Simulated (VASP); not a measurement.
Wanted: the native input for a VASP 6.6.1 run.

- Task: single point
- Functional: r2SCAN0
- Potentials or basis: VASP PAW PBE potentials, release 64 (Sb_d_GW)
- Cutoff: 440 eV
- k mesh: 4 × 4 × 4
- Occupations: fermi-dirac, width 0.05 eV
- Spin: no spin polarisation
- Dipole correction: no
- Grid for exact exchange (PRECFOCK): Normal
- Second run: valence_matched
- Further INCAR settings: ALGO = Normal; EDIFF = 1e-06; NBANDS = 14

The system is Sb.

```
CELL_PARAMETERS angstrom
3.16000 0.00000 0.00000
0.00000 3.16000 0.00000
0.00000 0.00000 3.16000
ATOMIC_POSITIONS crystal
Sb 0.00000 0.00000 0.00000
```

One way to write it, as run:

POSCAR

```
Sb
1.0
    3.1600000000      0.0000000000      0.0000000000
    0.0000000000      3.1600000000      0.0000000000
    0.0000000000      0.0000000000      3.1600000000
Sb
1
Direct
    0.0000000000      0.0000000000      0.0000000000
```

INCAR.step1

```
SYSTEM = Sb
PREC     = Accurate       ! precision mode
ENCUT    = 440            ! plane-wave cutoff, eV
EDIFF    = 1E-5           ! SCF threshold, eV
ISMEAR   = -1             ! smearing method
SIGMA    = 0.05           ! smearing width, eV
LREAL    = .False.        ! projectors in reciprocal space
LASPH    = .True.         ! aspherical terms in the spheres
NELM     = 120            ! most SCF steps
ALGO     = Normal         ! electronic algorithm
ISIF     = 2              ! what is computed and relaxed
LWAVE    = .True.         ! write WAVECAR
GGA      = PE             ! functional
NBANDS   = 14             ! bands
GGA_COMPAT= .False.
```

INCAR.step2

```
SYSTEM = Sb
PREC     = Accurate       ! precision mode
ENCUT    = 440            ! plane-wave cutoff, eV
EDIFF    = 1E-6           ! SCF threshold, eV
ISMEAR   = -1             ! smearing method
SIGMA    = 0.05           ! smearing width, eV
LREAL    = .False.        ! projectors in reciprocal space
LASPH    = .True.         ! aspherical terms in the spheres
NELM     = 120            ! most SCF steps
ALGO     = Normal         ! electronic algorithm
ISIF     = 2              ! what is computed and relaxed
LWAVE    = .False.        ! write WAVECAR
LCHARG   = .True.         ! write CHGCAR
METAGGA  = R2SCAN         ! meta-GGA
LHFCALC  = .True.         ! exact exchange
AEXX     = 0.25           ! exact-exchange fraction
LMIXTAU  = .True.       
PRECFOCK = Normal       
LELF     = .True.         ! ELF
LVHAR    = .True.       
ISTART   = 1            
NBANDS   = 14             ! bands
GGA_COMPAT= .False.
```

KPOINTS

```
regular mesh
0
Gamma
  4 4 4
  0 0 0
```

Potentials or basis: VASP PAW PBE potentials, release 64 (Sb_d_GW).

Launch:

```sh
$ cat potpaw_PBE.64/Sb_d_GW/POTCAR > POTCAR
$ cp INCAR.step1 INCAR
$ mpirun -np 1 vasp_std > vasp.out
$ cp INCAR.step2 INCAR
$ mpirun -np 1 vasp_std > vasp.out
```

It gave:

```
Pressure : -6.2 GPa
```

Caveat: the k points lie up to 0.50 Å⁻¹ apart; the PAW data sets were made with another functional, which shifts forces and pressure a little.

Run time: 4.2 min on 1 thread of AMD EPYC 7R13 Processor (Zen 3), with other jobs on the host, peak memory 0.12 GiB.
